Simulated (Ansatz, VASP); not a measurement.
**One calculation of InAg3, two programs**

```
In Ag
1.0
     4.18544    0.00000    0.00000
     0.00000    4.18544    0.00000
     0.00000    0.00000    4.14400
In Ag
1 3
Direct
  0.00000 0.00000 0.00000
  0.00000 0.50000 0.50000
  0.50000 0.00000 0.50000
  0.50000 0.50000 0.00000
```

Change from the starting cell: equal xx and yy strain of +1 %, crystal datasets.

Alike in both runs: task electric field gradients; functional PBEsol; k mesh 9 × 9 × 9; occupations fermi-dirac, width 0.05 eV; no spin polarisation.

|  | VASP | Ansatz |
| --- | --- | --- |
| version | VASP 6.6.1 | Ansatz 0.2.0 |
| potentials or method | VASP PAW PBE potentials, release 64 (In_d, Ag), cutoff 520 eV | all-electron PAW with datasets made for the crystal, scalar-relativistic |

Ansatz gave:

* pressure (GPa): -2.2
* traceless stress, the component that is largest in VASP (GPa): -0.20
* size of Vzz on the site where it differs most (V/Å²): 37.6

Q: Estimate VASP's values.

A: Pressure (GPa): -2.3; traceless stress, the component that is largest in VASP (GPa): -0.20; size of Vzz on the site where it differs most (V/Å²): 24.7.

VASP's potentials were made for PBE, not for PBEsol. Ansatz ran all-electron here, and VASP with PAW potentials.
